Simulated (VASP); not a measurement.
# GaAs in VASP: relaxation of the atoms with PBE+D3(BJ)

Aim: the relaxation of the atoms of GaAs with PBE+D3(BJ).

Everything below comes from runs of VASP 6.6.1. Logs are shortened: lines on timing, memory, paths and dates and some standing lists are left out, and cuts for length are marked.

## 1. The cell of the first run

The cell holds a slab with vacuum, 4 atoms: a = 4.014 Å, b = 4.014 Å, c = 18.096 Å, α = 90.00°, β = 90.00°, γ = 120.00°.

## 2. Relaxation of the atoms, PBE+D3(BJ)

Input file INCAR:

```
PREC = Accurate
ENCUT = 520
EDIFF = 1E-6
ISMEAR = 0
SIGMA = 0.05
LREAL = F
LASPH = T
NELM = 100
ALGO = Normal
ISIF = 2
LWAVE = F
LCHARG = F
LDIPOL = T
IDIPOL = 3
DIPOL = 0.5 0.5 0.500
GGA = PE
IVDW = 12
IBRION = 2
NSW = 70
EDIFFG = -0.03
```

Input file KPOINTS:

```
Automatic mesh
0
Gamma
  9 9 1
```

Input file POSCAR:

```
GaAs
1.0
    4.0137031116      0.0000000000      0.0000000000
   -2.0068515558      3.4759688579      0.0000000000
    0.0000000000      0.0000000000     18.0964685844
As Ga
2 2
Selective dynamics
Direct
    0.0000000000      0.0000000000      0.3868158015  F F F
    0.3333333333      0.6666666667      0.5679105191  T T T
    0.3333333333      0.6666666667      0.4320894809  F F F
    0.6666666667      0.3333333333      0.6131841985  T T T
```

Potentials or basis: VASP PAW PBE potentials, release 64 (As, Ga_d).

Run with:

```
> cat potpaw_PBE.64/As/POTCAR potpaw_PBE.64/Ga_d/POTCAR > POTCAR
> mpirun -np 1 vasp_std > vasp.out
```

OUTCAR:

```text
PREC = Accurate
   ENCUT = 520
   EDIFF = 1E-6
   ISMEAR = 0
   LREAL = F
   LASPH = T
   NELM = 100
   ISIF = 2
   GGA = PE
   IVDW = 12
   IBRION = 2
   NSW = 70
   EDIFFG = -0.03
 IVDW          = 12

 ion  position               nearest neighbor table
   1  0.000  0.000  0.387-   3 2.46   3 2.46   3 2.46
   2  0.333  0.667  0.568-   4 2.46   4 2.46   3 2.46   4 2.46
   3  0.333  0.667  0.432-   1 2.46   1 2.46   1 2.46   2 2.46
   4  0.667  0.333  0.613-   2 2.46   2 2.46   2 2.46

  LATTYP: Found a hexagonal cell.
 ALAT       =     4.0137031116
 C/A-ratio  =     4.5086714391

  Lattice vectors:

 A1 = (   4.0137031116,   0.0000000000,   0.0000000000)
 A2 = (  -2.0068515558,   3.4759688579,   0.0000000000)
 A3 = (   0.0000000000,   0.0000000000,  18.0964685844)

Analysis of symmetry for initial positions (statically):
=====================================================================
 Subroutine PRICEL returns:
 Original cell was already a primitive cell.

 Routine SETGRP: Setting up the symmetry group for a
 hexagonal supercell.

 Subroutine GETGRP returns: Found  6 space group operations
 (whereof  6 operations were pure point group operations)
 out of a pool of 24 trial point group operations.

The static configuration has the point symmetry C_3v.

Analysis of symmetry for dynamics (positions and initial velocities):
=====================================================================
 Subroutine PRICEL returns:
 Original cell was already a primitive cell.

 Routine SETGRP: Setting up the symmetry group for a
 hexagonal supercell.

 Subroutine GETGRP returns: Found  6 space group operations
 (whereof  6 operations were pure point group operations)
 out of a pool of 24 trial point group operations.

The dynamic configuration has the point symmetry C_3v.

Analysis of constrained symmetry for selective dynamics:
=====================================================================
 Subroutine PRICEL returns:
 Original cell was already a primitive cell.

 Routine SETGRP: Setting up the symmetry group for a
 hexagonal supercell.

 Subroutine GETGRP returns: Found  6 space group operations
 (whereof  6 operations were pure point group operations)
 out of a pool of 24 trial point group operations.

The constrained configuration has the point symmetry C_3v.

 Subroutine INISYM returns: Found  6 space group operations
 (whereof  6 operations are pure point group operations),
 and found     1 'primitive' translations

----------------------------------------------------------------------------------------

                                     Primitive cell

  volume of cell :     252.4730

  direct lattice vectors                    reciprocal lattice vectors
     4.013703112  0.000000000  0.000000000     0.249146479  0.143844787  0.000000000
    -2.006851556  3.475968858  0.000000000     0.000000000  0.287689574  0.000000000
     0.000000000  0.000000000 18.096468584     0.000000000  0.000000000  0.055259400

  length of vectors
     4.013703112  4.013703112 18.096468584     0.287689574  0.287689574  0.055259400

  position of ions in fractional coordinates (direct lattice)
     0.000000000  0.000000000  0.386815801
     0.333333333  0.666666667  0.567910519
     0.333333333  0.666666667  0.432089481
     0.666666667  0.333333333  0.613184199

  ion indices of the primitive-cell ions
   primitive index   ion index
                 1           1
                 2           2
                 3           3
                 4           4

----------------------------------------------------------------------------------------

 KPOINTS: Automatic mesh

Automatic generation of k-mesh.
 Grid dimensions read from file:
 generate k-points for:    9    9    1

 Generating k-lattice:

  Cartesian coordinates                     Fractional coordinates (reciprocal lattice)
     0.027682942  0.015982754  0.000000000     0.111111111  0.000000000  0.000000000
     0.000000000  0.031965508  0.000000000     0.000000000  0.111111111  0.000000000
     0.000000000  0.000000000  0.055259400     0.000000000  0.000000000  1.000000000

  Length of vectors
     0.031965508  0.031965508  0.055259400

  Shift w.r.t. Gamma in fractional coordinates (k-lattice)
     0.000000000  0.000000000  0.000000000

 Subroutine IBZKPT returns following result:
 ===========================================

 Found     12 irreducible k-points:

 Following reciprocal coordinates:
            Coordinates               Weight
  0.000000  0.000000  0.000000      1.000000
  0.111111  0.000000  0.000000      6.000000
  0.222222  0.000000  0.000000      6.000000
  0.333333  0.000000  0.000000      6.000000
  0.444444  0.000000  0.000000      6.000000
  0.111111  0.111111  0.000000      6.000000
  0.222222  0.111111  0.000000     12.000000
  0.333333  0.111111  0.000000     12.000000
  0.444444  0.111111  0.000000      6.000000
  0.222222  0.222222  0.000000      6.000000
  0.333333  0.222222  0.000000     12.000000
  0.333333  0.333333  0.000000      2.000000
   k-points           NKPTS =     12   k-points in BZ     NKDIM =     12   number of bands    NBANDS=     22
   number of dos      NEDOS =    301   number of ions     NIONS =      4
   total plane-waves  NPLWV = 126000
   dimension x,y,z NGX =    30 NGY =   30 NGZ =  140
   dimension x,y,z NGXF=    60 NGYF=   60 NGZF=  280
   ions per type =               2   2
   NGX,Y,Z   is equivalent  to a cutoff of  12.43, 12.43, 12.86 a.u.
   NGXF,Y,Z  is equivalent  to a cutoff of  24.85, 24.85, 25.72 a.u.
 SYSTEM =  unknown system
   PREC   = accura    normal or accurate (medium, high low for compatibility)
   ISTART =      0    job   : 0-new  1-cont  2-samecut
   ICHARG =      2    charge: 1-file 2-atom 10-const
   ISPIN  =      1    spin polarized calculation?
   LNONCOLLINEAR =      F non collinear calculations
   LSORBIT =      F    spin-orbit coupling
   LASPH  =      T    aspherical Exc in radial PAW
   ENCUT  =  520.0 eV  38.22 Ry    6.18 a.u.   7.46  7.46 33.65*2*pi/ulx,y,z
   NELM   =    100;   NELMIN=  2; NELMDL= -5     # of ELM steps
   EDIFF  = 0.1E-05   stopping-criterion for ELM
   LREAL  =      F    real-space projection
   EDIFFG = -.3E-01   stopping-criterion for IOM
   NSW    =     70    number of steps for IOM
   IBRION =      2    ionic relax: 0-MD 1-quasi-New 2-CG
   NFREE  =      1    steps in history (QN), initial steepest desc. (CG)
   ISIF   =      2    stress and relaxation
   ISYM   =      2    0-nonsym 1-usesym 2-fastsym
   POTIM  = 0.5000    time-step for ionic-motion
   TEBEG  =    0.0;   TEEND  =   0.0 temperature during run
   PSTRESS=    0.0 pullay stress
   NELECT =      36.0000    total number of electrons
   NUPDOWN=      -1.0000    fix difference up-down
   EMIN   =  10.00;   EMAX   =-10.00  energy-range for DOS
   EFERMI =   0.00;   METHOD = LEGACY
   ISMEAR =     0;   SIGMA  =   0.05  broadening in eV -4-tet -1-fermi 0-gaus
   EFERMI_NEDOS =   21; number of points for ismear=-14 and -15
   IALGO  =     38    algorithm
   IMIX   =      4    mixing-type and parameters
     AMIX     =   0.40;   BMIX     =  1.00
     AMIX_MAG =   1.60;   BMIX_MAG =  1.00
  volume/ion in A,a.u.               =      63.12       425.94
  Fermi-wavevector in a.u.,A,eV,Ry     =   0.855272  1.616229  9.952517  0.731489
  Thomas-Fermi vector in A             =   1.971995
   LORBIT       =      0    0 simple, 1 ext, 2 COOP (PROOUT), +10 PAW based schemes
   GGA     = PE    functional components
   LHFCALC =     F    Hartree Fock is set to
   AEXX    =    0.0000 exact exchange contribution
   IVDW    =    12    specifies the selected vdW correction
   LEPSILON=     F    determine dielectric tensor
   LRPA    =     F    only Hartree local field effects (RPA)
 conjugate gradient relaxation of ions
 non-spin polarized calculation
 Gauss-broadening in eV      SIGMA  =   0.05
  energy-cutoff  :      520.00
  volume of cell :      252.47
 maximum number of plane-waves:      6843
 NGX is ok and might be reduce to    30
   NGX = 15   NGY = 15   NGZ = 67

--------------------------------------- Ionic step        1  -------------------------------------------

 number of electron      35.9999973 magnetization

 Free energy of the ion-electron system (eV)
  ---------------------------------------------------
  ext. energy  EPLUGINS =         0.00000000
  ---------------------------------------------------
  free energy    TOTEN  =       -15.01502069 eV

  energy without entropy =      -15.01377192  energy(sigma->0) =      -15.01439631

------------------------ aborting loop because EDIFF is reached ----------------------------------------

 Edisp (eV)   -0.85946

 E8    (eV) :    -0.4015

  FORCE on cell =-STRESS in cart. coord.  units (eV):
  Direction    XX          YY          ZZ          XY          YZ          ZX
  --------------------------------------------------------------------------------------
  -------------------------------------------------------------------------------------
  Total      -0.33462    -0.33462     1.19678    -0.00000     0.00000     0.00000
  in kB      -2.12345    -2.12345     7.59467    -0.00000     0.00000     0.00000
  external pressure =        1.12 kB  Pullay stress =        0.00 kB
[... 103 lines left out ...]
  FREE ENERGIE OF THE ION-ELECTRON SYSTEM (eV)
  ---------------------------------------------------
  free  energy   TOTEN  =       -15.9607881936 eV

  energy  without entropy=      -15.9597150538  energy(sigma->0) =      -15.96025162

[... ionic steps 4 to 8 ...]

--------------------------------------- Ionic step        9  -------------------------------------------

 number of electron      35.9999966 magnetization

------------------------ aborting loop because EDIFF is reached ----------------------------------------

 Edisp (eV)   -0.84270

 E8    (eV) :    -0.3928
[... 73 lines left out ...]
  energy  without entropy=      -15.9647700643  energy(sigma->0) =      -15.96531087

--------------------------------------- Ionic step       11  -------------------------------------------

 number of electron      35.9999976 magnetization

 dipolmoment           0.000000      0.000000     -0.159241 electrons x Angstroem

 Free energy of the ion-electron system (eV)
  ---------------------------------------------------
  ext. energy  EPLUGINS =         0.00000000
  ---------------------------------------------------
  free energy    TOTEN  =       -15.12994672 eV

  energy without entropy =      -15.12880218  energy(sigma->0) =      -15.12937445

 E-fermi :  -1.2022     XC(G=0):  -4.2239

 val. band max:       -1.2285273597   @ k =   0.0000   0.0000   0.0000
 cond. band min:      -1.1670883570   @ k =   0.3333   0.3333   0.0000
 fundamental gap:      0.0614390027
 Fermi energy:        -1.2022332357

 k-point     1 :       0.0000    0.0000    0.0000
  band No.  band energies     occupation
      1     -17.1412      2.00000
      2     -17.0545      2.00000
      3     -17.0545      2.00000
      4     -16.9901      2.00000
      5     -16.9901      2.00000
      6     -15.8218      2.00000
[... 289 lines left out ...]
     21       2.4765      0.00000
     22       3.4527      0.00000

------------------------ aborting loop because EDIFF is reached ----------------------------------------

 vacuum level on the upper side and lower side of the slab       (xc-potential included)        -1.011         0.995

 Edisp (eV)   -0.84018

 E8    (eV) :    -0.3915

  FORCE on cell =-STRESS in cart. coord.  units (eV):
  Direction    XX          YY          ZZ          XY          YZ          ZX
  --------------------------------------------------------------------------------------
  -------------------------------------------------------------------------------------
  Total       0.06316     0.06316    -0.38543    -0.00000     0.00000    -0.00000
  in kB       0.40083     0.40083    -2.44594    -0.00000     0.00000    -0.00000
  external pressure =       -0.55 kB  Pullay stress =        0.00 kB
[... 19 lines left out ...]
  FREE ENERGIE OF THE ION-ELECTRON SYSTEM (eV)
  ---------------------------------------------------
  free  energy   TOTEN  =       -15.9701304335 eV

  energy  without entropy=      -15.9689858861  energy(sigma->0) =      -15.96955816

 reached required accuracy - stopping structural energy minimisation

 vacuum level on the upper side and lower side of the slab         2.003         4.069
```

Run time: 12 min. Hardware: 1 thread of Intel Xeon Platinum 8375C at 2.90GHz (Ice Lake), shared host; peak memory 0.39 GiB.

Results:

```
Free energy                : -15.9701 eV
Energy gained by relaxing  : 23.9 meV/atom
Ionic steps                : 11
Band gap on the k mesh     : 0.06 eV
Dispersion energy per atom : -0.210 eV
```

Step by step:
| step | energy change (eV) | largest force on free atoms (eV/Å) | pressure (GPa) |
| --- | --- | --- | --- |
| 1 | 0.0000 | 1.1876 | 0.11 |
| 2 | -0.0589 | 0.6485 | 0.13 |
| 3 | -0.0863 | 0.1274 | 0.21 |
| 4 | -0.0870 | 0.1228 | 0.23 |
| 5 | -0.0871 | 0.1408 | 0.24 |
| 6 | -0.0871 | 0.1309 | 0.24 |
| 7 | -0.0884 | 0.1208 | 0.22 |
| 8 | -0.0916 | 0.0919 | 0.16 |
| 9 | -0.0952 | 0.0356 | 0.03 |
| 10 | -0.0914 | 0.1279 | -0.23 |
| 11 | -0.0956 | 0.0075 | -0.05 |

Final structure:
```cif
data_structure
_symmetry_space_group_name_H-M 'P 1'
_symmetry_Int_Tables_number 1
_cell_length_a 4.0137
_cell_length_b 4.0137
_cell_length_c 18.0965
_cell_angle_alpha 90.000
_cell_angle_beta 90.000
_cell_angle_gamma 120.000
_cell_volume 252.47
loop_
_atom_site_label
_atom_site_type_symbol
_atom_site_fract_x
_atom_site_fract_y
_atom_site_fract_z
_atom_site_occupancy
As1 As 0.00000 0.00000 0.38682 1
As2 As 0.33333 0.66667 0.57921 1
Ga1 Ga 0.33333 0.66667 0.43209 1
Ga2 Ga 0.66667 0.33333 0.61589 1
```

Caveat: semilocal functionals underestimate gaps, and a narrow one can read as zero.
